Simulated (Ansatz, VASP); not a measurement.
**Two plane-wave programs on NiO**

INCAR

```
PREC = Accurate
ENCUT = 600
EDIFF = 1E-6
ISMEAR = -1
SIGMA = 0.1
LREAL = False
LASPH = True
NELM = 200
ALGO = Normal
ISIF = 2
LWAVE = False
LCHARG = False
ISPIN = 2
MAGMOM = -1.45 1.43 0.02 -0.01
LORBIT = 11
LMAXMIX = 4
GGA = PE
NBANDS = 28
GGA_COMPAT = False
```

Contents of KPOINTS:

```
regular mesh
0
Gamma
  2 2 2
```

POSCAR

```
NiO
1.0
    4.1700000000      2.0850000000      2.0850000000
    2.0850000000      4.1700000000      2.0850000000
    2.0850000000      2.0850000000      4.1700000000
Ni O
2 2
Direct
    0.0060591300     -0.0063089600      0.0049597900
    0.5053527000      0.5046612400      0.4998313100
    0.2508292400      0.2482295600      0.2425376400
    0.7521611900      0.7566148700      0.7500990500
```

Input for Ansatz:

```yaml
crystal:
  lattice:
    - [4.17, 2.085, 2.085]
    - [2.085, 4.17, 2.085]
    - [2.085, 2.085, 4.17]
  atoms:
    - { symbol: Ni, position: [0.00605913, -0.00630896, 0.00495979] }
    - { symbol: Ni, position: [0.5053527, 0.50466124, 0.49983131] }
    - { symbol: O, position: [0.25082924, 0.24822956, 0.24253764] }
    - { symbol: O, position: [0.75216119, 0.75661487, 0.75009905] }
kpoints:
  mp_grid: { grid: [2, 2, 2], shift: [0, 0, 0] }
hamiltonian:
  xc: pbe
  pseudopotentials: { kind: nc }
scf:
  occupations: { method: fermi_dirac }
magnetization:
  spin_polarized: true
```

Alike in both runs: task single point; functional PBE; k mesh 2 × 2 × 2; collinear spin.

|  | VASP | Ansatz |
| --- | --- | --- |
| version | VASP 6.6.1 | Ansatz 0.2 development build |
| potentials or method | VASP PAW PBE potentials, release 64 (Ni, O) | scalar-relativistic |
| plane-wave cutoff (eV) | 600 | 1400 |
| occupations | fermi-dirac, width 0.1 eV | fermi-dirac |

Ansatz gave:

- net moment per atom (μB): 0.00
- size of the moment on the site where the two differ most (μB): 1.32

Question: Which values does VASP return?

Answer: net moment per atom (μB): 0.00; size of the moment on the site where the two differ most (μB): 1.28.

Site moments also hang on the region over which each program counts them.

The k mesh is coarse, so the values compare programs but aren't converged.
